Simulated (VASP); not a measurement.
Crystal: Ga2GeO3.

```
Ga Ge O
1.0
     3.34278    0.00000    0.00000
     0.00000    3.34278    0.00000
     0.00000    0.00000    7.37806
Ga Ge O
2 1 3
Direct
  0.00000 0.50000 0.73650
  0.50000 0.00000 0.26350
  0.00000 0.00000 0.00000
  0.50000 0.50000 0.00000
  0.00000 0.50000 0.38350
  0.50000 0.00000 0.61650
```

| Property | Result |
| --- | --- |
| Program | VASP 6.6.1 |
| Task | relaxation of cell and atoms |
| Functional | PBE |
| Potentials or basis | VASP PAW PBE potentials, release 64 (Ga_d, Ge_d, O) |
| Cutoff | 600 eV |
| k mesh | 6 × 6 × 4 |
| Occupations | gaussian, width 0.1 eV |
| Spin | no spin polarisation |

At the start: pressure -11.0 GPa; volume 13.74 Å³/atom.

Where does the relaxation end?

Over 10 steps the energy falls by 657.6 meV/atom and the volume is 12.15 Å³/atom (-11.6 %); space group P-4m2 (No. 115, to 0.05 Å).

Step by step:
```tsv
step	energy change (eV)	largest force (eV/Å)	pressure (GPa)	volume (Å³)
1	0.0000	4.3183	-10.97	82.44
2	-2.5606	3.1863	-4.51	71.65
3	-3.2109	1.4743	10.25	64.95
4	-3.7315	1.0633	2.67	69.82
5	-3.8078	1.0216	0.45	72.63
6	-3.8104	0.9986	0.17	73.18
7	-3.9134	0.5370	-1.36	73.63
8	-3.9372	0.1211	-2.00	73.94
9	-3.9331	0.2427	2.32	71.67
10	-3.9455	0.0336	-0.02	72.91
```

Final structure:
```cif
data_structure
_symmetry_space_group_name_H-M 'P 1'
_symmetry_Int_Tables_number 1
_cell_length_a 3.0794
_cell_length_b 3.0794
_cell_length_c 7.6885
_cell_angle_alpha 90.000
_cell_angle_beta 90.000
_cell_angle_gamma 90.000
_cell_volume 72.91
loop_
_atom_site_label
_atom_site_type_symbol
_atom_site_fract_x
_atom_site_fract_y
_atom_site_fract_z
_atom_site_occupancy
Ga1 Ga 0.00000 0.50000 0.65781 1
Ga2 Ga 0.50000 0.00000 0.34219 1
Ge1 Ge 0.00000 0.00000 0.00000 1
O1 O 0.50000 0.50000 0.00000 1
O2 O 0.00000 0.50000 0.39281 1
O3 O 0.50000 0.00000 0.60719 1
```
